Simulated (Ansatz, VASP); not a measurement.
NbIn2Se3: VASP beside Ansatz

```xyz
6
Lattice="4.9278 0.0000 0.0000 0.0000 4.9278 0.0000 0.0000 0.0000 7.6626" Properties=species:S:1:pos:R:3 pbc="T T T"
Nb    2.4639    2.4639    3.8313
In    2.4639    0.0000    3.8313
In    0.0000    2.4639    3.8313
Se    2.4639    2.4639    0.0000
Se    2.4639    2.4639    5.8770
Se    2.4639    2.4639    1.7855
```

Alike in both runs: task relaxation of cell and atoms; functional PBE; k mesh 4 × 4 × 2; occupations gaussian, width 0.1 eV; no spin polarisation.

```csv
,VASP,Ansatz
version,VASP 6.6.1,Ansatz 0.2.0
potentials or method,"VASP PAW PBE potentials, release 64 (Nb_sv, In_d, Se), cutoff 600 eV","scalar-relativistic, plane waves, PAW"
valence electrons in the cell,57,87
```

```tsv
	VASP	Ansatz	Ansatz less VASP
gap on the k mesh at the Fermi level, each at its own relaxed structure (eV)	none	none	-
relaxed volume (Å³/atom)	50.64	50.76	+0.116
relaxed length of the cell vector where the two differ most in proportion (Å)	5.585	5.592	+0.0076
```

A gap of «none» marks a metal or a gap that the smearing closes. VASP's potentials hold 57 valence electrons a cell and Ansatz's 87, so a difference there can come from the potentials and not from the codes.

The k mesh is coarse, so the values compare programs but aren't converged. Noted on VASP's run: the volume moved by over 15 % at a fixed basis, so the end points are rough.
